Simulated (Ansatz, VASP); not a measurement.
C in VASP and in Ansatz

The input INCAR:

```
SYSTEM = C
PREC = Accurate
ENCUT = 520
EDIFF = 1E-6
ISMEAR = 0
SIGMA = 0.15
LREAL = .False.
LASPH = .True.
NELM = 60
ALGO = Normal
ISIF = 2
LWAVE = .False.
LCHARG = .False.
GGA = PS
NBANDS = 11
```

KPOINTS

```
regular mesh
0
Gamma
  24 24 6
  0 0 0
```

POSCAR

```
C
1.0
    2.4561701622      0.0000000000      0.0000000000
   -1.2280850811      1.9675728248      0.0000000000
    0.0000000000      0.0000000000      8.5238033600
C
2
Direct
    0.3333333333      0.6666666667      0.0000000000
    0.6666666667      0.3333333333      0.0000000000
```

Input for Ansatz:

```yaml
crystal:
  lattice:
    - [2.4561701622, 0.0, 0.0]
    - [-1.2280850811, 1.9675728248, 0.0]
    - [0.0, 0.0, 8.52380336]
  atoms:
    - { symbol: C, position: [0.3333333333, 0.6666666667, 0.0] }
    - { symbol: C, position: [0.6666666667, 0.3333333333, 0.0] }
basis:
  ecutwfc: 420
kpoints:
  mp_grid: { grid: [24, 24, 6] }
hamiltonian:
  xc: pbesol
scf:
  occupations: { method: gaussian, width: 0.15 }
output:
  forces: true
  stress: true
  eigenvalues: true
```

Change from the starting cell: strain -0.0750 x Voigt [0, 1, 0, 0, 0, 0], atoms carried along.

Alike in both runs: task single point; functional PBEsol; k mesh 24 × 24 × 6; occupations gaussian, width 0.15 eV; no spin polarisation.

```csv
,VASP,Ansatz
version,VASP 6.6.1,Ansatz 0.2.0
potentials or method,"VASP PAW PBE potentials, release 64 (C), cutoff 520 eV","scalar-relativistic, plane waves, PAW"
valence electrons in the cell,8,8
```

VASP gave:

| Property | Result |
| --- | --- |
| gap on the k mesh at the Fermi level (eV) | 0.86 |
| least direct gap on the mesh (eV) | 0.86 |
| rms of the force components (eV/Å) | 1.242 |

Task: Estimate Ansatz's values.

Result: gap on the k mesh at the Fermi level (eV): 0.86; least direct gap on the mesh (eV): 0.86; rms of the force components (eV/Å): 1.235.

VASP's potentials were made for PBE, not for PBEsol. Atom by atom the forces differ by 0.008 eV/Å (rms over components). The functional is the same, so the differences come from potentials, cutoffs and numerics.
